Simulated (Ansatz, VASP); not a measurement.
**In: VASP beside Ansatz**

File INCAR:

```
SYSTEM = In
  ALGO = Fast
  EDIFF = 1E-7
  ENCUT = 520
  GGA = PE
  ISIF = 2
  ISMEAR = 0
  LASPH = .True.
  LCHARG = .False.
  LREAL = .False.
  LWAVE = .False.
  NBANDS = 12
  NELM = 80
  PREC = Accurate
  SIGMA = 0.15
```

KPOINTS

```
k-points
0
Gamma
  20 20 20
  0 0 0
```

The input POSCAR:

```
In
1.0
   -1.4960580000      1.4960580000      2.4739500000
    1.4960580000     -1.4960580000      2.4739500000
    1.4960580000      1.4960580000     -2.4739500000
In
1
Direct
    0.0000000000      0.0000000000      0.0000000000
```

Input for Ansatz:

```yaml
crystal:
  lattice:
    - [-1.496058, 1.496058, 2.47395]
    - [1.496058, -1.496058, 2.47395]
    - [1.496058, 1.496058, -2.47395]
  atoms:
    - { symbol: In, position: [0.0, 0.0, 0.0] }
basis:
  ecutwfc: 420
kpoints:
  mp_grid: { grid: [20, 20, 20] }
hamiltonian:
  xc: pbe
scf:
  occupations: { method: gaussian, width: 0.15 }
output:
  forces: true
  stress: true
  eigenvalues: true
```

Change from the starting cell: strain -0.080 along x and y, +0.000 along z, atoms carried along.

Alike in both runs: task single point; functional PBE; k mesh 20 × 20 × 20; occupations gaussian, width 0.15 eV; no spin polarisation.

|  | VASP | Ansatz |
| --- | --- | --- |
| version | VASP 6.6.1 | Ansatz 0.2.0 |
| potentials or method | VASP PAW PBE potentials, release 64 (In_d), cutoff 520 eV | scalar-relativistic, plane waves, PAW |
| valence electrons in the cell | 13 | 13 |

```tsv
	VASP	Ansatz	Ansatz less VASP
gap on the k mesh at the Fermi level (eV)	none	none	-
pressure (GPa)	13.5	13.5	+0.01
traceless stress, the component that is largest in VASP (GPa)	-1.63	-1.61	+0.020
```

A gap of «none» marks a metal or a gap that the smearing closes.
